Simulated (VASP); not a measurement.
Runs of VASP 6.6.1 on C. The cells are those of the table. 

| cell | gap on the mesh (eV) | pressure (GPa) | largest force (eV/Å) |
| --- | --- | --- | --- |
| a = 2.503, b = 2.377, c = 12.343 Å, angles 87.5, 83.5, 115.0°, 12 atoms | 2.13 | (c) | 0.92 |
| a = 2.453, b = 2.326, c = 12.095 Å, angles 87.4, 83.3, 114.9°, 12 atoms | (a) | 61.3 | 1.36 |
| a = 2.448, b = 2.366, c = 12.073 Å, angles 88.3, 85.6, 116.7°, 12 atoms | 3.04 | 53.9 | 0.92 |
| a = 2.524, b = 2.441, c = 12.446 Å, angles 88.4, 85.7, 116.8°, 12 atoms | 3.00 | (d) | 0.40 |
| a = 2.528, b = 2.642, c = 12.467 Å, angles 92.1, 96.1, 124.5°, 12 atoms | 1.28 | 12.4 | 2.22 |
| a = 2.474, b = 2.391, c = 12.198 Å, angles 88.4, 85.6, 116.7°, 12 atoms | 3.03 | 35.8 | 0.72 |
| a = 2.503, b = 2.617, c = 12.343 Å, angles 92.2, 96.2, 124.6°, 12 atoms | 1.25 | 27.4 | 2.61 |
| a = 2.528, b = 2.402, c = 12.467 Å, angles 87.5, 83.5, 115.1°, 12 atoms | 2.16 | (b) | 0.79 |

Alike in all rows: task single point; level PBE; potentials or basis VASP PAW PBE potentials, release 64 (C); no spin polarisation; k mesh 12 × 12 × 2; cutoff (eV) 520; smearing gaussian 0.05 eV.

**Question.** Estimate the missing entries.

**Answer.** (a) 2.05; (b) 11.2; (c) 26.0; (d) 5.3.

Caveats: the cell stands under pressure; forces of over 1 eV/Å act on the atoms, so gaps and moduli don't describe the material at rest (at least some runs).

A k mesh can miss the band edges.
